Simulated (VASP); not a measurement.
FeO (Wuestite):

```
Fe O
1.0
     0.00000    2.15540    2.15540
     2.15540    0.00000    2.15540
     2.15540    2.15540    0.00000
Fe O
1 1
Direct
  0.00000 0.00000 0.00000
  0.50000 0.50000 0.50000
```

Base run:

```yaml
Program: VASP 6.6.1
Functional: PBEsol
Potentials_or_basis: VASP PAW PBE potentials, release 64 (Fe, O)
Cutoff: 520 eV
k_mesh: 9 × 9 × 9
Occupations: fermi-dirac, width 0.05 eV
Spin: collinear spin, ferromagnetic start
Starting_moments: "[6.0, 0.0] μB"
Fixed_moment: 6 μB
```

Its results: pressure 47.4 GPa; site moments Fe +4.61; O +0.83 μB.

Question: The run is repeated on the same cell with these changes: fixed moment from 6 μB to 0.8 μB; moments at the start from [6.0, 0.0] to [0.8, 0.0]. What comes out?

Answer: Pressure -31.3 GPa; site moments Fe +0.79; O +0.01 μB.

Caveats: the PAW data sets were made with another functional, which shifts forces and pressure a little; the total moment is fixed, so each spin has its own Fermi level; a cell with one magnetic atom can't hold antiferromagnetic order, which such compounds often take.
